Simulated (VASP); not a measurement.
# Be in VASP: a series of runs

Runs on Be. Level: PBEsol. Tasks: relaxation of cell and atoms, single point.

Program: VASP 6.6.1. These are calculated values, not measurements. Logs are shortened: lines on timing, memory, paths and dates and some standing lists are left out, and cuts for length are marked.

## 1. The cell of the first run

It takes space group P6_3/mmc (No. 194, hexagonal). Conventional cell: a = 2.828 Å, b = 2.828 Å, c = 4.665 Å, α = 90.00°, β = 90.00°, γ = 120.00°. Be (site symmetry 3m) has 4 Be at 1.73 to 1.75 Å within 2.3 Å.

## 2. Relaxation of cell and atoms, PBEsol

INCAR

```
ALGO = Normal
EDIFF = 1E-6
EDIFFG = -0.04
ENCUT = 600
GGA = PS
IBRION = 2
ISIF = 3
ISMEAR = 0
LASPH = T
LCHARG = F
LREAL = F
LWAVE = F
NELM = 80
NSW = 90
PREC = Accurate
SIGMA = 0.1
```

KPOINTS

```
k-points
0
Gamma
  9 9 4
```

POSCAR

```
Be
1.0
    2.8275484864      0.0000000000      0.0000000000
   -1.4137742432      2.4487288197      0.0000000000
    0.0000000000      0.0000000000      4.6654550026
Be
4
Direct
    0.3333333333      0.6666666667      0.4375000000
    0.6666666667      0.3333333333      0.9375000000
    0.6666666667      0.3333333333      0.5625000000
    0.3333333333      0.6666666667      0.0625000000
```

Potentials or basis: VASP PAW PBE potentials, release 64 (Be).

Started as:

```sh
> cat potpaw_PBE.64/Be/POTCAR > POTCAR
> mpirun -np 1 vasp_std > vasp.out
```

OUTCAR:

```text
EDIFF = 1E-6
   EDIFFG = -0.04
   ENCUT = 600
   GGA = PS
   IBRION = 2
   ISIF = 3
   ISMEAR = 0
   LASPH = T
   LREAL = F
   NELM = 80
   NSW = 90
   PREC = Accurate

 ion  position               nearest neighbor table
   1  0.333  0.667  0.438-   3 1.73   3 1.73   3 1.73   4 1.75
   2  0.667  0.333  0.938-   4 1.73   4 1.73   4 1.73   3 1.75
   3  0.667  0.333  0.562-   1 1.73   1 1.73   1 1.73   2 1.75
   4  0.333  0.667  0.062-   2 1.73   2 1.73   2 1.73   1 1.75

  LATTYP: Found a hexagonal cell.
 ALAT       =     2.8275484864
 C/A-ratio  =     1.6500000000

  Lattice vectors:

 A1 = (   2.8275484864,   0.0000000000,   0.0000000000)
 A2 = (  -1.4137742432,   2.4487288197,   0.0000000000)
 A3 = (   0.0000000000,   0.0000000000,   4.6654550026)

Analysis of symmetry for initial positions (statically):
=====================================================================
 Subroutine PRICEL returns:
 Original cell was already a primitive cell.

 Routine SETGRP: Setting up the symmetry group for a
 hexagonal supercell.

 Subroutine GETGRP returns: Found 24 space group operations
 (whereof 12 operations were pure point group operations)
 out of a pool of 24 trial point group operations.

The static configuration has the point symmetry D_3d.
 The point group associated with its full space group is D_6h.

Analysis of symmetry for dynamics (positions and initial velocities):
=====================================================================
 Subroutine PRICEL returns:
 Original cell was already a primitive cell.

 Routine SETGRP: Setting up the symmetry group for a
 hexagonal supercell.

 Subroutine GETGRP returns: Found 24 space group operations
 (whereof 12 operations were pure point group operations)
 out of a pool of 24 trial point group operations.

The dynamic configuration has the point symmetry D_3d.
 The point group associated with its full space group is D_6h.

 Subroutine INISYM returns: Found 24 space group operations
 (whereof 12 operations are pure point group operations),
 and found     1 'primitive' translations

----------------------------------------------------------------------------------------

                                     Primitive cell

  volume of cell :      32.3031

  direct lattice vectors                    reciprocal lattice vectors
     2.827548486  0.000000000  0.000000000     0.353663255  0.204187575  0.000000000
    -1.413774243  2.448728820  0.000000000     0.000000000  0.408375150  0.000000000
     0.000000000  0.000000000  4.665455003     0.000000000  0.000000000  0.214341366

  length of vectors
     2.827548486  2.827548486  4.665455003     0.408375150  0.408375150  0.214341366

  position of ions in fractional coordinates (direct lattice)
     0.333333333  0.666666667  0.437500000
     0.666666667  0.333333333  0.937500000
     0.666666667  0.333333333  0.562500000
     0.333333333  0.666666667  0.062500000

  ion indices of the primitive-cell ions
   primitive index   ion index
                 1           1
                 2           2
                 3           3
                 4           4

----------------------------------------------------------------------------------------

 KPOINTS: k-points

Automatic generation of k-mesh.
 Grid dimensions read from file:
 generate k-points for:    9    9    4

 Generating k-lattice:

  Cartesian coordinates                     Fractional coordinates (reciprocal lattice)
     0.039295917  0.022687508  0.000000000     0.111111111 -0.000000000  0.000000000
     0.000000000  0.045375017  0.000000000     0.000000000  0.111111111  0.000000000
     0.000000000  0.000000000  0.053585342     0.000000000  0.000000000  0.250000000

  Length of vectors
     0.045375017  0.045375017  0.053585342

  Shift w.r.t. Gamma in fractional coordinates (k-lattice)
     0.000000000  0.000000000  0.000000000

 Subroutine IBZKPT returns following result:
 ===========================================

 Found     36 irreducible k-points:

 Following reciprocal coordinates:
[... 48 lines left out ...]
  Total       13.5602650     13.5602650     11.9789461      0.0000000      0.0000000      0.0000000
  in kB      672.5645959    672.5645960    594.1340379      0.0000000      0.0000000      0.0000000
  external PRESSURE =     646.4210766 kB  Pullay stress =       0.0000000 kB
[... 95 lines left out ...]
  FREE ENERGIE OF THE ION-ELECTRON SYSTEM (eV)
  ---------------------------------------------------
  free  energy   TOTEN  =        -9.3862539423 eV

  energy  without entropy=       -9.3782477837  energy(sigma->0) =       -9.38225086

 E-fermi :   2.3003     XC(G=0):  -8.8952

 val. band max:        2.2507967149   @ k =   0.2222   0.2222   0.5000
 cond. band min:       2.3352817431   @ k =   0.3333   0.1111   0.2500
 fundamental gap:      0.0844850282
 Fermi energy:         2.3002998495

 k-point     1 :       0.0000    0.0000    0.0000
  band No.  band energies     occupation
      1      -5.4601      2.00000
      2      -0.2923      2.00000
      3       2.7143      0.00000
      4       2.7143      0.00000
      5       4.2382      0.00000
      6       6.7552      0.00000
      7       7.0936      0.00000
      8       7.7182      0.00000
[... 243 lines left out ...]
 k-point    24 :       0.3333    0.3333    0.2500
  band No.  band energies     occupation
      1      -1.9151      2.00000
      2      -1.9151      2.00000
      3      -0.4248      2.00000
      4       1.1276      2.00000
      5       1.1276      2.00000
      6       3.8688      0.00000
      7       8.2243      0.00000
      8       8.2243      0.00000

 [... further k-points ...]

[... ionic steps 4 to 32 ...]

--------------------------------------- Ionic step       33  -------------------------------------------

 number of electron       8.0000000 magnetization

------------------------ aborting loop because EDIFF is reached ----------------------------------------

  FORCE on cell =-STRESS in cart. coord.  units (eV):
  Direction    XX          YY          ZZ          XY          YZ          ZX
  --------------------------------------------------------------------------------------
  -------------------------------------------------------------------------------------
  Total        0.0777591      0.0777591     -1.2699022      0.0000000      0.0000000      0.0000000
  in kB        2.6244710      2.6244710    -42.8608463      0.0000000      0.0000000      0.0000000
  external PRESSURE =     -12.5373015 kB  Pullay stress =       0.0000000 kB
[... 61 lines left out ...]
  energy  without entropy=      -12.1026672787  energy(sigma->0) =      -12.10507994

--------------------------------------- Ionic step       35  -------------------------------------------

 number of electron       8.0000000 magnetization

 Free energy of the ion-electron system (eV)
  ---------------------------------------------------
  ext. energy  EPLUGINS =         0.00000000
  ---------------------------------------------------
  free energy    TOTEN  =       -12.10919127 eV

  energy without entropy =      -12.10416927  energy(sigma->0) =      -12.10668027

 E-fermi :   2.8137     XC(G=0):  -9.1719

 val. band max:        2.6431436946   @ k =   0.2222   0.2222   0.5000
 cond. band min:       2.8583155777   @ k =   0.3333   0.1111   0.2500
 fundamental gap:      0.2151718831
 Fermi energy:         2.8136852060

 k-point     1 :       0.0000    0.0000    0.0000
  band No.  band energies     occupation
      1      -5.3096      2.00000
      2      -0.1018      2.00000
      3       3.3415      0.00000
      4       3.3415      0.00000
      5       4.6960      0.00000
      6       7.8226      0.00000
      7       7.9409      0.00000
      8       7.9409      0.00000
[... 243 lines left out ...]
 k-point    24 :       0.3333    0.3333    0.2500
  band No.  band energies     occupation
      1      -1.4892      2.00000
      2      -1.4892      2.00000
      3      -0.2100      2.00000
      4       1.6056      2.00000
      5       1.6056      2.00000
      6       4.1961      0.00000
      7       8.9398      0.00000
      8       8.9398      0.00000

 [... further k-points ...]
[... 5 lines left out ...]
  --------------------------------------------------------------------------------------
  -------------------------------------------------------------------------------------
  Total        0.0331925      0.0331925     -0.0592461      0.0000000     -0.0000000      0.0000000
  in kB        1.1381944      1.1381944     -2.0315909      0.0000000     -0.0000000      0.0000000
  external PRESSURE =       0.0815993 kB  Pullay stress =       0.0000000 kB
[... 19 lines left out ...]
  FREE ENERGIE OF THE ION-ELECTRON SYSTEM (eV)
  ---------------------------------------------------
  free  energy   TOTEN  =       -12.1091912709 eV

  energy  without entropy=      -12.1041692715  energy(sigma->0) =      -12.10668027

 reached required accuracy - stopping structural energy minimisation
```

Run time: 96 s. Hardware: 1 thread of Intel Xeon 6975P-C (Granite Rapids), shared host; peak memory 0.15 GiB.

Results:

- Free energy: -12.1092 eV
- Relaxed volume: 11.68 Å³/atom
- Relaxed cell: a = 3.686 Å, b = 3.686 Å, c = 3.972 Å, α = 90.00°, β = 90.00°, γ = 120.00°
- Space group after relaxing (to 0.1 Å): P6/mmm (No. 191)
- Energy gained by relaxing: 1502.2 meV/atom
- Ionic steps: 35
- Pressure after relaxing: 0.0 GPa
- Largest force after relaxing: 0.017 eV/Å
- Band gap on the k mesh: zero (bands 4 and 5 overlap by 4.03 eV)

Forces in eV/Å, atoms in the order of the input:
```
Be   0.000  0.000  0.017
Be   0.000  0.000  0.017
Be   0.000  0.000 -0.017
Be   0.000  0.000 -0.017
```

The path:
| step | energy change (eV) | largest force (eV/Å) | pressure (GPa) | volume (Å³) |
| --- | --- | --- | --- | --- |
| 1 | 0.0000 | 0.4238 | 64.64 | 32.30 |
| 2 | -3.1651 | 0.0020 | 6.98 | 50.05 |
| 3 | -3.2858 | 0.0232 | 2.05 | 54.34 |
| 4 | -3.3017 | 0.0324 | 0.09 | 56.57 |
| 5 | -3.3015 | 0.0342 | -0.37 | 57.15 |
| 6 | -3.3286 | 0.2078 | -0.57 | 57.17 |
| 7 | -3.3478 | 0.5646 | -0.57 | 57.16 |
| 8 | -3.3639 | 0.6418 | -0.57 | 57.09 |
| 9 | -3.4466 | 0.8625 | -0.91 | 56.87 |
| 10 | -3.7417 | 1.3124 | -2.23 | 56.30 |
| 11 | -4.6214 | 2.1454 | -4.69 | 54.72 |
| 12 | -4.4808 | 2.5628 | 6.52 | 49.65 |
| 13 | -5.1044 | 3.1089 | -3.23 | 52.99 |
| 14 | -5.0879 | 3.2862 | 0.48 | 51.31 |
| 15 | -5.1626 | 3.2930 | -1.35 | 52.00 |
| 16 | -5.1547 | 3.3007 | -0.97 | 51.84 |
| 17 | -5.1571 | 3.2845 | -0.93 | 51.83 |
| 18 | -5.1622 | 3.2333 | -0.78 | 51.78 |
| 19 | -5.1621 | 3.1224 | -0.43 | 51.70 |
| 20 | -5.1636 | 3.1759 | -0.60 | 51.74 |
| 21 | -5.1705 | 3.1574 | -0.64 | 51.74 |
| 22 | -5.1910 | 3.1011 | -0.73 | 51.73 |
| 23 | -5.2308 | 2.9912 | -0.92 | 51.72 |
| 24 | -5.3065 | 2.7768 | -1.28 | 51.71 |
| 25 | -5.4423 | 2.3692 | -1.94 | 51.67 |
| 26 | -5.6563 | 1.6267 | -3.03 | 51.60 |
| 27 | -5.8856 | 0.3795 | -4.39 | 51.44 |
| 28 | -5.9149 | 0.1056 | -4.68 | 51.36 |
| 29 | -5.9158 | 0.1977 | -4.72 | 51.35 |
| 30 | -5.9292 | 0.1806 | -4.48 | 51.01 |
| 31 | -5.9631 | 0.1313 | -3.72 | 50.02 |
| 32 | -5.9996 | 0.0324 | -1.90 | 48.06 |
| 33 | -6.0016 | 0.0018 | -1.25 | 47.47 |
| 34 | -6.0070 | 0.0076 | -0.59 | 47.07 |
| 35 | -6.0087 | 0.0166 | 0.01 | 46.72 |

Final structure:
```yaml
crystal:
  lattice:
    - [3.68571, 0.00000, 0.00000]
    - [-1.84286, 3.19192, 0.00000]
    - [0.00000, 0.00000, 3.97155]
  atoms:
    - { symbol: Be, position: [0.33333, 0.66667, 0.49985] }
    - { symbol: Be, position: [0.66667, 0.33333, 0.99985] }
    - { symbol: Be, position: [0.66667, 0.33333, 0.50015] }
    - { symbol: Be, position: [0.33333, 0.66667, 0.00015] }
```

Caveat: the volume moved by over 15 % at a fixed basis, so the end points are rough; the PAW data sets were made with another functional, which shifts forces and pressure a little.

## 3. Single point, PBEsol

This run uses another cell than the first one: it holds 8 atoms, not 4.

INCAR

```
ALGO = Fast
EDIFF = 1E-6
ENCUT = 520
GGA = PS
ISIF = 2
ISMEAR = 0
LASPH = T
LCHARG = F
LREAL = F
LWAVE = F
NBANDS = 18
NELM = 80
PREC = Accurate
SIGMA = 0.1
```

KPOINTS

```
k-points
0
Gamma
  12 12 2
```

POSCAR

```
Be
1.0
    2.2471726250      0.0000000000      0.0000000000
   -1.1235863125      1.9461085799      0.0000000000
    0.0000000000      0.0000000000     14.3205174330
Be
8
Direct
    0.0000000000      0.0000000000      0.0000000000
    0.0000000000      0.0000000000      0.5000000000
    0.0000000000      0.0000000000      0.2500000000
    0.0000000000      0.0000000000      0.7500000000
    0.3333333333      0.6666666667      0.3750000000
    0.3333333333      0.6666666667      0.8750000000
    0.6666666667      0.3333333333      0.1250000000
    0.6666666667      0.3333333333      0.6250000000
```

Potentials or basis: VASP PAW PBE potentials, release 64 (Be).

Started as:

```sh
> cat potpaw_PBE.64/Be/POTCAR > POTCAR
> mpirun -np 1 vasp_std > vasp.out
```

Wall time 20 s (1 thread of Intel Xeon 6975P-C (Granite Rapids), shared host); peak memory 0.18 GiB.

The run converged. Its results:

| Property | Result |
| --- | --- |
| Free energy | -31.7767 eV |
| Pressure | 0.3 GPa |
| Band gap on the k mesh | zero (bands 8 and 9 overlap by 1.45 eV) |

Stress tensor (GPa, compression positive):
```
0.39 0.00 0.00
0.00 0.39 0.00
0.00 0.00 0.17
```

Levels at points of the mesh, in eV from the Fermi level:
```csv
k point,band 4,band 5,band 6,band 7,band 8,band 9,band 10,band 11,band 12,band 13
"(0.00, 0.00, 0.00)",-9.52,-9.51,-6.97,-6.97,-4.86,0.71,4.06,4.06,10.19,10.20
"(0.50, 0.00, 0.00)",-4.24,-3.89,-3.28,-3.28,-2.93,1.08,1.10,1.56,1.56,3.53
"(0.00, 0.00, 0.50)",-10.45,-8.34,-8.34,-5.58,-5.58,1.75,1.75,6.96,6.96,13.60
"(0.50, 0.00, 0.50)",-4.53,-3.62,-3.62,-3.03,-3.03,1.27,1.27,1.32,1.32,3.69
```

Caveat: the PAW data sets were made with another functional, which shifts forces and pressure a little.

## 4. Single point, PBEsol

This run uses another cell than the first one, of 7.83 Å³/atom.

INCAR

```
ALGO     = Normal         # electronic algorithm
EDIFF    = 1E-7           # SCF threshold, eV
ENCUT    = 520            # plane-wave cutoff, eV
GGA      = PS             # functional
ISIF     = 2              # what is computed and relaxed
ISMEAR   = 0              # smearing method
LASPH    = True           # aspherical terms in the spheres
LCHARG   = False          # write CHGCAR
LREAL    = False          # projectors in reciprocal space
LWAVE    = False          # write WAVECAR
NBANDS   = 12             # bands
NELM     = 60             # most SCF steps
PREC     = Accurate       # precision mode
SIGMA    = 0.1            # smearing width, eV
```

KPOINTS

```
k-points
0
Gamma
  24 24 8
```

POSCAR

```
Be
1.0
    2.2471726250      0.0000000000      0.0000000000
   -1.1235863125      1.9461085799      0.0000000000
    0.0000000000      0.0000000000      7.1602587165
Be
4
Direct
    0.0000000000      0.0000000000      0.0000000000
    0.0000000000      0.0000000000      0.5000000000
    0.3333333333      0.6666666667      0.7500000000
    0.6666666667      0.3333333333      0.2500000000
```

Started as:

```sh
> cat potpaw_PBE.64/Be/POTCAR > POTCAR
> mpirun -np 1 vasp_std > vasp.out
```

Run time: 42 s. Hardware: 1 thread of Intel Xeon 6975P-C (Granite Rapids), shared host; peak memory 0.2 GiB.

The run converged. Its results:

```
Free energy            : -15.8678 eV
Pressure               : 0.4 GPa
Band gap on the k mesh : zero (bands 4 and 5 overlap by 1.60 eV)
```

Stress tensor (GPa, compression positive):
```
0.34 0.00 0.00
0.00 0.34 0.00
0.00 0.00 0.44
```

Levels at points of the mesh, in eV from the Fermi level:
```
           k point  band 1  band 2  band 3  band 4  band 5  band 6  band 7  band 8
(0.00, 0.00, 0.00)  -11.50   -9.39   -9.35   -4.71    0.86   10.34   10.34   16.36
(0.50, 0.00, 0.00)   -5.07   -4.08   -3.76   -2.78    1.22    1.25    4.18    5.96
(0.00, 0.00, 0.50)  -10.97  -10.97   -6.82   -6.82    4.21    4.21   16.73   16.73
(0.50, 0.00, 0.50)   -4.74   -4.74   -3.14   -3.14    1.71    1.71    3.68    3.68
```

Caveat: the PAW data sets were made with another functional, which shifts forces and pressure a little.

## 5. Single point, PBEsol

This run uses another cell than the first one: it holds 8 atoms, not 4.

INCAR

```
SYSTEM = Be
ALGO = Fast ; EDIFF = 1E-6
ENCUT = 520 ; GGA = PS
ISIF = 2 ; ISMEAR = 0
LASPH = .TRUE. ; LCHARG = .FALSE.
LREAL = .FALSE. ; LWAVE = .FALSE.
NBANDS = 18 ; NELM = 100
PREC = Accurate ; SIGMA = 0.1
```

KPOINTS

```
k-points
0
G
  12 12 2
  0 0 0
```

POSCAR

```
Be
1.0
    2.2471437490      0.0001820291      0.0000485590
   -1.1234163526      1.9464101641     -0.0002086373
    0.0003092243     -0.0012104435     14.3150966211
Be
8
Direct
    0.0002296969      0.0004588017     -0.0000015017
   -0.0002380579     -0.0003319183      0.5000142674
   -0.0001401897     -0.0001866827      0.2499872756
    0.0001049967      0.0000411290      0.7499965743
    0.3331093377      0.6661680884      0.3750019892
    0.3335656834      0.6668484654      0.8749967310
    0.6667735718      0.3336996552      0.1249971723
    0.6665949610      0.3333024613      0.6250074918
```

Started as:

```sh
> cat potpaw_PBE.64/Be/POTCAR > POTCAR
> mpirun -np 1 vasp_std > vasp.out
```

It took 76 s on 1 thread of Intel Xeon 6975P-C (Granite Rapids), shared host; peak memory 0.25 GiB.

Results (log left out):

| Property | Result |
| --- | --- |
| Free energy | -31.7767 eV |
| Pressure | 0.3 GPa |
| Band gap on the k mesh | zero (bands 8 and 9 overlap by 1.45 eV) |

Levels at points of the mesh, in eV from the Fermi level:
| k point | band 4 | band 5 | band 6 | band 7 | band 8 | band 9 | band 10 | band 11 | band 12 | band 13 |
| --- | --- | --- | --- | --- | --- | --- | --- | --- | --- | --- |
| (0.00, 0.00, 0.00) | -9.53 | -9.51 | -6.97 | -6.97 | -4.86 | 0.72 | 4.07 | 4.07 | 10.20 | 10.21 |
| (0.50, 0.00, 0.00) | -4.24 | -3.90 | -3.29 | -3.29 | -2.93 | 1.08 | 1.09 | 1.56 | 1.56 | 3.53 |
| (0.00, 0.50, 0.00) | -4.24 | -3.90 | -3.29 | -3.29 | -2.93 | 1.07 | 1.09 | 1.56 | 1.56 | 3.53 |
| (0.50, 0.50, 0.00) | -4.24 | -3.90 | -3.29 | -3.28 | -2.93 | 1.08 | 1.10 | 1.56 | 1.56 | 3.53 |
| (0.00, 0.00, 0.50) | -10.45 | -8.34 | -8.34 | -5.58 | -5.58 | 1.75 | 1.75 | 6.97 | 6.97 | 13.62 |
| (0.50, 0.00, 0.50) | -4.53 | -3.62 | -3.62 | -3.03 | -3.03 | 1.27 | 1.27 | 1.31 | 1.31 | 3.69 |
| (0.00, 0.50, 0.50) | -4.54 | -3.63 | -3.62 | -3.04 | -3.03 | 1.27 | 1.27 | 1.31 | 1.31 | 3.69 |
| (0.50, 0.50, 0.50) | -4.53 | -3.62 | -3.62 | -3.03 | -3.03 | 1.27 | 1.27 | 1.31 | 1.31 | 3.69 |

Caveat: the PAW data sets were made with another functional, which shifts forces and pressure a little.

## 6. The runs side by side

```csv
task,cell,k mesh,cutoff (eV),gap on the mesh (eV),pressure (GPa)
relaxation of cell and atoms,"relaxed from a = 2.828, b = 2.828, c = 4.665 Å, angles 90.0, 90.0, 120.0°, 4 atoms, atomic positions A",9 × 9 × 4,600,none,0.0
single point,"a = 2.247, b = 2.247, c = 14.321 Å, angles 90.0, 90.0, 120.0°, 8 atoms, atomic positions B",12 × 12 × 2,520,none,0.3
single point,"a = 2.247, b = 2.247, c = 7.160 Å, angles 90.0, 90.0, 120.0°, 4 atoms, atomic positions C",24 × 24 × 8,520,none,0.4
single point,"a = 2.247, b = 2.247, c = 14.315 Å, angles 90.0, 90.0, 120.0°, 8 atoms, atomic positions B",12 × 12 × 2,520,none,0.3
```

Alike in all rows: level PBEsol; potentials or basis VASP PAW PBE potentials, release 64 (Be); no spin polarisation; smearing gaussian 0.1 eV.

Caveats: the PAW data sets were made with another functional, which shifts forces and pressure a little; the volume moved by over 15 % at a fixed basis, so the end points are rough (at least some runs).

Total energies depend on the potentials used, so only differences within one code and one set of settings carry meaning.
